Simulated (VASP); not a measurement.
SrAuS, 6 atoms in the cell. The structure is orthorhombic, space group Cmcm (No. 63). Conventional cell: a = 6.272 Å, b = 7.670 Å, c = 6.231 Å, α = 90.00°, β = 90.00°, γ = 90.00°. Sr (site symmetry m2m) has 5 S at 3.19 to 3.39 Å and 6 Au at 3.27 to 3.63 Å and 2 Sr at 3.66 Å within 4.2 Å. Au (site symmetry 2/m) has 2 S at 2.19 Å within 2.9 Å. S (site symmetry m2m) has 2 Au at 2.19 Å within 2.9 Å. 

```yaml
Program: VASP 6.6.1
Task: single point
Functional: HSE06
Potentials_or_basis: VASP PAW PBE potentials, release 64 (Sr_sv, Au, S)
Cutoff: 400 eV
k_mesh: 2 × 2 × 2
Occupations: fermi-dirac, width 0.1 eV
Spin: no spin polarisation
Dipole_correction: no
Grid_for_exact_exchange_PRECFOCK: Normal
Further_INCAR_settings: ALGO = Normal; EDIFF = 1e-06; NBANDS = 36
Share_of_exact_exchange: 0.25
Screening_parameter: 0.2079 1/Å
```

Potentials or basis: VASP PAW PBE potentials, release 64 (Sr_sv, Au, S).

Command:

```console
$ cat potpaw_PBE.64/Sr_sv/POTCAR potpaw_PBE.64/Au/POTCAR potpaw_PBE.64/S/POTCAR > POTCAR
$ cp INCAR.step1 INCAR
$ mpirun -np 1 vasp_std > vasp.out
$ cp INCAR.step2 INCAR
$ mpirun -np 1 vasp_std > vasp.out
```

Hardware: 1 thread of Intel Xeon 8259CL, on a shared host.

Q: Estimate the wall time of this run.

A: Run time: 20 min on 1 thread of Intel Xeon 8259CL, on a shared host, peak memory 0.36 GiB. Counts: k points 6.
